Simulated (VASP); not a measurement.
Here is a VASP 6.6.1 calculation.

File INCAR:

```
SYSTEM = CuI
ALGO = Normal
EDIFF = 1E-6
ENCUT = 520
GGA = PS
GGA_COMPAT = .FALSE.
ISIF = 2
ISMEAR = 0
LASPH = .TRUE.
LCHARG = .FALSE.
LMAXMIX = 4
LORBIT = 11
LORBMOM = .TRUE.
LREAL = .FALSE.
LSORBIT = .TRUE.
LWAVE = .FALSE.
MAGMOM = 0 0 0 0 0 0
NBANDS = 30
NELM = 150
PREC = Accurate
SIGMA = 0.01
```

KPOINTS

```
k-points
0
G
  6 6 6
  0 0 0
```

File POSCAR:

```
CuI
1.0
    4.2871880000      0.0000000000      0.0000000000
    2.1435940000      3.7128137188      0.0000000000
    2.1435940000      1.2376045729      3.5004743438
Cu I
1 1
Direct
    0.2500000000      0.2500000000      0.2500000000
    0.0000000000      0.0000000000      0.0000000000
```

Potentials or basis: VASP PAW PBE potentials, release 64 (Cu, I).

The run is started by

```bash
$ cat potpaw_PBE.64/Cu/POTCAR potpaw_PBE.64/I/POTCAR > POTCAR
$ mpirun -np 1 vasp_ncl > vasp.out
```

Q: Estimate the net moment.

A: 0.00 μB per cell.

Q: What does it give for the pressure?

A: -2.4 GPa.

Moments on the atoms (μB; x, y, z):
```
Cu  0.00 0.00 0.00
I   0.00 0.00 0.00
```

Caveat: the PAW data sets were made with another functional, which shifts forces and pressure a little.
